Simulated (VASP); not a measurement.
# NaI (P2/m) in VASP: further runs

Runs on NaI. Level: PBE+D3(BJ). Tasks: single point.

All numbers are computed with VASP 6.6.1; they aren't measurements. Logs are shortened: lines on timing, memory, paths and dates and some standing lists are left out, and cuts for length are marked.

## Step 1: The cell of the first run

It takes space group P2/m (No. 10, monoclinic). Conventional cell: a = 3.670 Å, b = 4.102 Å, c = 4.826 Å, α = 90.00°, β = 112.25°, γ = 90.00°. Na (site symmetry 2/m) has 8 I at 3.17 to 4.10 Å and 4 Na at 3.67 to 4.10 Å within 4.2 Å. I (site symmetry 2/m) has 8 Na at 3.17 to 4.10 Å and 4 I at 3.67 to 4.10 Å within 4.2 Å.

## Step 2: Single point, PBE+D3(BJ) (engineering shear strain xz -0.3000, normal strain along z +0.0367)

The input, INCAR:

```
SYSTEM = NaI
PREC     = Accurate       ! precision mode
ENCUT    = 520            ! plane-wave cutoff, eV
EDIFF    = 1E-7           ! SCF threshold, eV
ISMEAR   = 0              ! smearing method
SIGMA    = 0.05           ! smearing width, eV
LREAL    = .False.        ! projectors in reciprocal space
LASPH    = .True.         ! aspherical terms in the spheres
NELM     = 80             ! most SCF steps
ALGO     = Normal         ! electronic algorithm
ISIF     = 2              ! what is computed and relaxed
LWAVE    = .False.        ! write WAVECAR
LCHARG   = .False.        ! write CHGCAR
GGA      = PE             ! functional
IVDW     = 12             ! dispersion correction
NBANDS   = 22             ! bands
```

The input, KPOINTS:

```
Automatic mesh
0
Gamma
  6 8 4
  0 0 0
```

The input, POSCAR:

```
NaI
1.0
    4.7722534545      0.0000000000     -0.7158380182
    0.0000000000      4.1018944388      0.0000000000
   -1.0160667574      0.0000000000      7.0223760492
Na I
2 2
Direct
    0.2500000000      0.5000000000      0.2499880837
    0.7500000000      0.5000000000      0.7500119163
    0.2500000000      0.0000000000      0.7499134626
    0.7500000000      0.0000000000      0.2500865374
```

Potentials or basis: VASP PAW PBE potentials, release 64 (Na_pv, I).

On the command line:

```console
$ cat potpaw_PBE.64/Na_pv/POTCAR potpaw_PBE.64/I/POTCAR > POTCAR
$ mpirun -np 1 vasp_std > vasp.out
```

OUTCAR:

```text
SYSTEM = NaI
   PREC = Accurate
   ENCUT = 520
   EDIFF = 1E-7
   ISMEAR = 0
   LREAL = .False.
   LASPH = .True.
   NELM = 80
   ISIF = 2
   GGA = PE
   IVDW = 12
 IVDW          = 12

 ion  position               nearest neighbor table
   1  0.250  0.500  0.250-   4 3.17   4 3.17   4 3.17   4 3.17
   2  0.750  0.500  0.750-   3 3.17   3 3.17   3 3.17   3 3.17
   3  0.250  0.000  0.750-   2 3.17   2 3.17   2 3.17   2 3.17
   4  0.750  0.000  0.250-   1 3.17   1 3.17   1 3.17   1 3.17

  LATTYP: Found a simple monoclinic cell.
 ALAT       =     4.8256426621
 B/A-ratio  =     0.8500203447
 C/A-ratio  =     1.4703746400
 COS(beta)  =    -0.2884260517

  Lattice vectors:

 A1 = (   4.7722534545,   0.0000000000,  -0.7158380182)
 A2 = (   0.0000000000,   4.1018944388,   0.0000000000)
 A3 = (  -1.0160667574,   0.0000000000,   7.0223760492)

Analysis of symmetry for initial positions (statically):
=====================================================================
 Subroutine PRICEL returns:
 Original cell was already a primitive cell.

 Routine SETGRP: Setting up the symmetry group for a
 simple monoclinic supercell.

 Subroutine GETGRP returns: Found  4 space group operations
 (whereof  4 operations were pure point group operations)
 out of a pool of  4 trial point group operations.

The static configuration has the point symmetry C_2h.

Analysis of symmetry for dynamics (positions and initial velocities):
=====================================================================
 Subroutine PRICEL returns:
 Original cell was already a primitive cell.

 Routine SETGRP: Setting up the symmetry group for a
 simple monoclinic supercell.

 Subroutine GETGRP returns: Found  4 space group operations
 (whereof  4 operations were pure point group operations)
 out of a pool of  4 trial point group operations.

The dynamic configuration has the point symmetry C_2h.

 Subroutine INISYM returns: Found  4 space group operations
 (whereof  4 operations are pure point group operations),
 and found     1 'primitive' translations

----------------------------------------------------------------------------------------

                                     Primitive cell

  volume of cell :     134.4815

  direct lattice vectors                    reciprocal lattice vectors
     4.772253455  0.000000000 -0.715838018     0.214193354  0.000000000  0.030991611
     0.000000000  4.101894439  0.000000000     0.000000000  0.243789794  0.000000000
    -1.016066757  0.000000000  7.022376049     0.021834169  0.000000000  0.145561127

[... 88 lines left out ...]
   LREAL  =      F    real-space projection
   EDIFFG = 0.1E-05   stopping-criterion for IOM
   NSW    =      0    number of steps for IOM
   IBRION =     -1    ionic relax: 0-MD 1-quasi-New 2-CG
   NFREE  =      0    steps in history (QN), initial steepest desc. (CG)
   ISIF   =      2    stress and relaxation
   ISYM   =      2    0-nonsym 1-usesym 2-fastsym
   POTIM  = 0.5000    time-step for ionic-motion
   TEBEG  =    0.0;   TEEND  =   0.0 temperature during run
   PSTRESS=    0.0 pullay stress
   NELECT =      28.0000    total number of electrons
   NUPDOWN=      -1.0000    fix difference up-down
   EMIN   =  10.00;   EMAX   =-10.00  energy-range for DOS
   EFERMI =   0.00;   METHOD = LEGACY
   ISMEAR =     0;   SIGMA  =   0.05  broadening in eV -4-tet -1-fermi 0-gaus
   EFERMI_NEDOS =   21; number of points for ismear=-14 and -15
   IALGO  =     38    algorithm
   IMIX   =      4    mixing-type and parameters
     AMIX     =   0.40;   BMIX     =  1.00
     AMIX_MAG =   1.60;   BMIX_MAG =  1.00
  volume/ion in A,a.u.               =      33.62       226.88
  Fermi-wavevector in a.u.,A,eV,Ry     =   0.970301  1.833604 12.809678  0.941485
  Thomas-Fermi vector in A             =   2.100425
   LORBIT       =      0    0 simple, 1 ext, 2 COOP (PROOUT), +10 PAW based schemes
   GGA     = PE    functional components
   LHFCALC =     F    Hartree Fock is set to
   AEXX    =    0.0000 exact exchange contribution
   IVDW    =    12    specifies the selected vdW correction
   LEPSILON=     F    determine dielectric tensor
   LRPA    =     F    only Hartree local field effects (RPA)
 non-spin polarized calculation
 Gauss-broadening in eV      SIGMA  =   0.05
  energy-cutoff  :      520.00
  volume of cell :      134.48
 maximum number of plane-waves:      3656
   NGX = 17   NGY = 15   NGZ = 27

 number of electron      28.0000002 magnetization

 Free energy of the ion-electron system (eV)
  ---------------------------------------------------
  ext. energy  EPLUGINS =         0.00000000
  ---------------------------------------------------
  free energy    TOTEN  =        -9.68628951 eV

  energy without entropy =       -9.68628951  energy(sigma->0) =       -9.68628951

 E-fermi :   2.9700     XC(G=0):  -7.7156

 val. band max:        2.7027195136   @ k =   0.0000   0.5000   0.0000
 cond. band min:       3.8645525177   @ k =   0.0000   0.0000   0.0000
 fundamental gap:      1.1618330041
 Fermi energy:         2.9699614632

 k-point     1 :       0.0000    0.0000    0.0000
  band No.  band energies     occupation
      1     -21.9354      2.00000
      2     -21.9152      2.00000
      3     -21.8670      2.00000
      4     -21.8649      2.00000
      5     -21.8531      2.00000
      6     -21.8523      2.00000
[... 589 lines left out ...]
     21       9.5676      0.00000
     22      10.3019      0.00000

 [... further k-points ...]

------------------------ aborting loop because EDIFF is reached ----------------------------------------

 Edisp (eV)   -1.01828

 E8    (eV) :    -0.4712

  FORCE on cell =-STRESS in cart. coord.  units (eV):
  Direction    XX          YY          ZZ          XY          YZ          ZX
  --------------------------------------------------------------------------------------
  -------------------------------------------------------------------------------------
  Total      -0.49022    -0.08254     2.41941     0.00000     0.00000     3.91275
  in kB      -5.84040    -0.98335    28.82427     0.00000     0.00000    46.61551
  external pressure =        7.33 kB  Pullay stress =        0.00 kB

 VOLUME and BASIS-vectors are now :
 -----------------------------------------------------------------------------
  energy-cutoff  :      520.00
  volume of cell :      134.48
      direct lattice vectors                 reciprocal lattice vectors
     4.772253455  0.000000000 -0.715838018     0.214193354  0.000000000  0.030991611
     0.000000000  4.101894439  0.000000000     0.000000000  0.243789794  0.000000000
    -1.016066757  0.000000000  7.022376049     0.021834169  0.000000000  0.145561127

 POSITION                                       TOTAL-FORCE (eV/Angst)
 -----------------------------------------------------------------------------------
      0.93906      2.05095      1.57655        -0.000067     -0.000000      0.000231
      2.81713      2.05095      4.72999         0.000067      0.000000     -0.000231
      0.43110      0.00000      5.08721         0.001607      0.000000      0.002535
      3.32509      0.00000      1.21932        -0.001607      0.000000     -0.002535
 -----------------------------------------------------------------------------------
    total drift:                                0.000000      0.000000     -0.000000

  FREE ENERGIE OF THE ION-ELECTRON SYSTEM (eV)
  ---------------------------------------------------
  free  energy   TOTEN  =       -10.7045664437 eV

  energy  without entropy=      -10.7045664437  energy(sigma->0) =      -10.70456644
```

Run time: 57 s. Hardware: 1 thread of Intel Xeon 6975P-C (Granite Rapids), shared host; peak memory 0.35 GiB.

Results:

- Free energy: -10.7046 eV
- Pressure: 0.7 GPa
- Largest force: 0.003 eV/Å
- Band gap on the k mesh: 1.16 eV
- Dispersion energy per atom: -0.255 eV

Forces in eV/Å, atoms in the order of the input:
```
Na   0.000  0.000  0.000
Na   0.000  0.000  0.000
I    0.002  0.000  0.003
I   -0.002  0.000 -0.003
```

Stress tensor (GPa, compression positive):
```
-0.58  0.00  4.66
 0.00 -0.10  0.00
 4.66  0.00  2.88
```

Caveat: the cell differs from its parent crystal (engineering shear strain xz -0.3000, normal strain along z +0.0367); spin-orbit coupling is left out, which moves the levels of the heavy elements. A k mesh can miss the band edges.

## Step 3: Single point, PBE+D3(BJ) (engineering shear strain xz -0.2000, normal strain along z +0.0367)

The input, INCAR:

```
SYSTEM = NaI
  PREC = Accurate
  ENCUT = 520
  EDIFF = 1E-6
  ISMEAR = 0
  SIGMA = 0.05
  LREAL = .False.
  LASPH = .True.
  NELM = 80
  ALGO = Normal
  ISIF = 2
  LWAVE = .False.
  LCHARG = .False.
  GGA = PE
  IVDW = 12
  NBANDS = 22
```

The input, KPOINTS:

```
regular mesh
0
Gamma
  6 8 4
  0 0 0
```

POSCAR, as its differences from that of step 2:

```diff
@@ -2,5 +2,5 @@
 1.0
-    4.7722534545      0.0000000000     -0.7158380182
+    4.7722534545      0.0000000000     -0.4772253455
     0.0000000000      4.1018944388      0.0000000000
-   -1.0160667574      0.0000000000      7.0223760492
+   -0.6773778383      0.0000000000      7.0223760492
 Na I
```

Potentials or basis: VASP PAW PBE potentials, release 64 (Na_pv, I).

On the command line:

```console
$ cat potpaw_PBE.64/Na_pv/POTCAR potpaw_PBE.64/I/POTCAR > POTCAR
$ mpirun -np 1 vasp_std > vasp.out
```

Run time: 59 s. Hardware: 1 thread of Intel Xeon 6975P-C (Granite Rapids), shared host; peak memory 0.35 GiB.

Results (log left out):

```
Free energy                : -11.0231 eV
Pressure                   : 0.1 GPa
Band gap on the k mesh     : 1.87 eV
Dispersion energy per atom : -0.251 eV
```

Stress tensor (GPa, compression positive):
```
-0.55  0.00  2.82
 0.00  0.04  0.00
 2.82  0.00  0.84
```

Levels at points of the mesh, in eV from the valence-band top:
| k point | band 12 | band 13 | band 14 | band 15 | band 16 | band 17 |
| --- | --- | --- | --- | --- | --- | --- |
| (0.00, 0.00, 0.00) | -1.19 | -0.67 | -0.25 | 1.87 | 3.18 | 4.93 |
| (0.50, 0.00, 0.00) | -1.99 | -0.89 | -0.89 | 4.46 | 4.46 | 5.69 |
| (0.00, 0.50, 0.00) | -1.79 | -1.49 | 0.00 | 3.07 | 4.17 | 4.48 |
| (0.50, 0.50, 0.00) | -2.45 | -1.55 | -1.55 | 3.21 | 3.21 | 4.88 |
| (0.00, 0.00, 0.50) | -1.87 | -0.95 | -0.95 | 3.21 | 3.21 | 4.96 |
| (0.50, 0.00, 0.50) | -1.03 | -0.74 | -0.48 | 3.30 | 4.33 | 5.73 |
| (0.00, 0.50, 0.50) | -1.69 | -1.55 | -1.55 | 4.13 | 4.13 | 5.01 |
| (0.50, 0.50, 0.50) | -2.72 | -1.41 | -0.18 | 2.29 | 3.13 | 5.03 |

Caveat: the cell differs from its parent crystal (engineering shear strain xz -0.2000, normal strain along z +0.0367); spin-orbit coupling is left out, which moves the levels of the heavy elements.

## Step 4: Single point, PBE+D3(BJ) (engineering shear strain xz -0.1000, normal strain along z +0.0367)

The input, INCAR:

```
SYSTEM = NaI
PREC = Accurate
ENCUT = 520
EDIFF = 1E-6
ISMEAR = 0
SIGMA = 0.05
LREAL = .FALSE.
LASPH = .TRUE.
NELM = 100
ALGO = Normal
ISIF = 2
LWAVE = .FALSE.
LCHARG = .FALSE.
GGA = PE
IVDW = 12
NBANDS = 22
```

The input, KPOINTS:

```
Automatic mesh
0
G
  6 8 4
  0 0 0
```

POSCAR, as its differences from that of step 3:

```diff
@@ -2,5 +2,5 @@
 1.0
-    4.7722534545      0.0000000000     -0.4772253455
+    4.7722534545      0.0000000000     -0.2386126727
     0.0000000000      4.1018944388      0.0000000000
-   -0.6773778383      0.0000000000      7.0223760492
+   -0.3386889191      0.0000000000      7.0223760492
 Na I
```

On the command line:

```console
$ cat potpaw_PBE.64/Na_pv/POTCAR potpaw_PBE.64/I/POTCAR > POTCAR
$ mpirun -np 1 vasp_std > vasp.out
```

It took 58 s on 1 thread of Intel Xeon 6975P-C (Granite Rapids), shared host; peak memory 0.35 GiB.

It converged, with:

| Item | Value |
| --- | --- |
| Free energy | -11.1951 eV |
| Pressure | -0.2 GPa |
| Band gap on the k mesh | 2.36 eV |
| Dispersion energy per atom | -0.250 eV |

Stress tensor (GPa, compression positive):
```
-0.51  0.00  1.33
 0.00  0.12  0.00
 1.33  0.00 -0.22
```

Levels at points of the mesh, in eV from the valence-band top:
```csv
k point,band 12,band 13,band 14,band 15,band 16,band 17
"(0.00, 0.00, 0.00)",-0.84,-0.39,-0.26,2.36,3.46,5.43
"(0.50, 0.00, 0.00)",-1.70,-0.58,-0.58,4.94,4.94,6.20
"(0.00, 0.50, 0.00)",-1.55,-0.99,0.00,3.42,4.70,4.77
"(0.50, 0.50, 0.00)",-2.11,-1.25,-1.25,3.72,3.72,5.00
"(0.00, 0.00, 0.50)",-1.55,-0.63,-0.63,3.69,3.69,5.23
"(0.50, 0.00, 0.50)",-0.64,-0.59,-0.50,3.90,4.45,6.30
"(0.00, 0.50, 0.50)",-1.34,-1.25,-1.25,4.49,4.49,5.44
"(0.50, 0.50, 0.50)",-2.51,-0.87,-0.27,2.85,3.27,5.67
```

Caveat: the cell differs from its parent crystal (engineering shear strain xz -0.1000, normal strain along z +0.0367); spin-orbit coupling is left out, which moves the levels of the heavy elements. A k mesh can miss the band edges.

(Continued in part 2 of 2.)
